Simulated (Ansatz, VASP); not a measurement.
# Two plane-wave programs on BaTe

The input INCAR:

```
SYSTEM = BaTe
ALGO = Normal
EDIFF = 1E-6
ENCUT = 520
GGA = PE
ISIF = 2
ISMEAR = 0
IVDW = 12
LASPH = .TRUE.
LCHARG = .TRUE.
LELF = .TRUE.
LREAL = .FALSE.
LVHAR = .TRUE.
LWAVE = .FALSE.
NBANDS = 15
NELM = 100
PREC = Accurate
SIGMA = 0.01
```

KPOINTS

```
k-points
0
G
  4 4 4
  0 0 0
```

POSCAR

```
BaTe
1.0
    0.0000000000      3.5323793130      3.5323793130
    3.5323793130      0.0000000000      3.5323793130
    3.5323793130      3.5323793130      0.0000000000
Ba Te
1 1
Direct
    0.0000000000      0.0000000000      0.0000000000
    0.5000000000      0.5000000000      0.5000000000
```

Input for Ansatz:

```yaml
crystal:
  lattice:
    - [0.0, 3.532379313, 3.532379313]
    - [3.532379313, 0.0, 3.532379313]
    - [3.532379313, 3.532379313, 0.0]
  atoms:
    - { symbol: Ba, position: [0.0, 0.0, 0.0] }
    - { symbol: Te, position: [0.5, 0.5, 0.5] }
kpoints:
  mp_grid: { grid: [4, 4, 4] }
hamiltonian:
  xc: pbe
  dispersion: d3bj
scf:
  occupations: { method: fixed }
  n_extra_bands: 4
output:
  forces: true
  stress: true
  eigenvalues: true
```

Alike in both runs: task single point; functional PBE; dispersion D3(BJ); k mesh 4 × 4 × 4; no spin polarisation.

|  | VASP | Ansatz |
| --- | --- | --- |
| version | VASP 6.6.1 | Ansatz 0.2.0 |
| potentials or method | VASP PAW PBE potentials, release 64 (Ba_sv, Te) | plane waves |
| plane-wave cutoff (eV) | 520 | 420 |
| occupations | gaussian, width 0.01 eV | fixed |
| valence electrons in the cell | 16 | 26 |

|  | VASP | Ansatz | Ansatz less VASP |
| --- | --- | --- | --- |
| gap on the k mesh at the Fermi level (eV) | 1.57 | 1.65 | +0.078 |
| pressure (GPa) | -0.8 | -1.1 | -0.31 |

VASP's potentials hold 16 valence electrons a cell and Ansatz's 26, so a difference there can come from the potentials and not from the codes.

Spin-orbit coupling is off throughout.
